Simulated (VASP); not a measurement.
**Hf3Au: single point with LDA**

Crystal: Hf3Au.

```
Hf Au
1.0
     4.35065    0.00000    0.00000
     0.00000    4.35065    0.00000
     0.00000    0.00000    4.35065
Hf Au
3 1
Direct
  0.50000 0.00000 0.00000
  0.00000 0.50000 0.00000
  0.00000 0.00000 0.50000
  0.50000 0.50000 0.50000
```

```json
{
  "Program": "VASP 6.6.1",
  "Task": "single point",
  "Functional": "LDA",
  "Potentials or basis": "VASP PAW LDA potentials, release 64 (Hf_pv, Au)",
  "Cutoff": "520 eV",
  "k mesh": "3 × 3 × 3",
  "Occupations": "fermi-dirac, width 0.1 eV",
  "Spin": "no spin polarisation"
}
```

| Quantity | Value |
| --- | --- |
| Pressure | -9.6 GPa |

Levels at points of the mesh, in eV from the Fermi level:
| k point | band 18 | band 19 | band 20 | band 21 | band 22 | band 23 | band 24 | band 25 |
| --- | --- | --- | --- | --- | --- | --- | --- | --- |
| (0.00, 0.00, 0.00) | -0.66 | -0.66 | -0.02 | -0.02 | 2.23 | 2.23 | 2.23 | 3.98 |

Wall time 8.1 s on 1 thread of Intel Xeon 6975P-C (shared host), peak memory 0.15 GiB.

Caveat: the k points lie up to 0.48 Å⁻¹ apart; spin-orbit coupling is left out, which moves the levels of the heavy elements.
